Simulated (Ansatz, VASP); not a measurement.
Two plane-wave programs on As

```
As
1.0
     1.80506    1.04215   11.42633
    -1.80506    1.04215   11.42633
     0.00000   -2.08430   11.42633
As
4
Cartesian
  0.0000 0.0000 2.3381
  0.0000 0.0000 31.9409
  0.0000 0.0000 7.6981
  0.0000 0.0000 26.5809
```

Alike in both runs: functional PBE; k mesh 9 × 9 × 9; occupations gaussian, width 0.1 eV; no spin polarisation.

Ansatz relaxed the structure, and its values are those at the end. VASP's run is a single point on that final structure, the one shown.

|  | VASP | Ansatz |
| --- | --- | --- |
| version | VASP 6.6.1 | Ansatz 0.2.0 |
| potentials or method | VASP PAW PBE potentials, release 64 (As), cutoff 520 eV | scalar-relativistic, plane waves, PAW |
| valence electrons in the cell | 20 | 60 |

Ansatz gave:

* gap on the k mesh at the Fermi level (eV): 1.08
* least direct gap on the mesh (eV): 1.48
* pressure (GPa): 0.0
* rms of the force components (eV/Å): 0.004

Q: Estimate VASP's values.

A: gap on the k mesh at the Fermi level (eV): 1.05; least direct gap on the mesh (eV): 1.44; pressure (GPa): 0.2; rms of the force components (eV/Å): 0.045.

With one functional, cell and mesh, what is left measures potentials, basis and numerics. VASP's potentials hold 20 valence electrons a cell and Ansatz's 60, so a difference there can come from the potentials and not from the codes.
